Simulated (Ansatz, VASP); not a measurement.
## I in VASP and in Ansatz

```
CELL_PARAMETERS angstrom
2.37739 -3.63429 -0.15988
2.37739 3.63429 -0.15988
-1.66807 0.00000 2.41857
ATOMIC_POSITIONS crystal
I 0.50000 0.50000 0.50000
```

Alike in both runs: task relaxation of cell and atoms; functional PBEsol; k mesh 12 × 12 × 18; occupations gaussian, width 0.1 eV; no spin polarisation.

|  | VASP | Ansatz |
| --- | --- | --- |
| version | VASP 6.6.1 | Ansatz 0.2.0 |
| potentials or method | VASP PAW PBE potentials, release 64 (I), cutoff 600 eV | scalar-relativistic, plane waves, PAW |
| valence electrons in the cell | 7 | 17 |

Ansatz gave:

```
gap on the k mesh at the Fermi level, each at its own relaxed structure (eV) : none
relaxed volume (Å³/atom)                                                     : 39.79
relaxed length of the cell vector where the two differ most in proportion (Å)              : 4.382
```

**Question.** What did VASP give for the same quantities?

**Answer.** gap on the k mesh at the Fermi level, each at its own relaxed structure (eV): none; relaxed volume (Å³/atom): 39.89; relaxed length of the cell vector where the two differ most in proportion (Å): 4.384.

VASP's potentials were made for PBE, not for PBEsol. A gap of «none» marks a metal or a gap that the smearing closes. VASP's potentials hold 7 valence electrons a cell and Ansatz's 17, so a difference there can come from the potentials and not from the codes.

Spin-orbit coupling is off throughout.
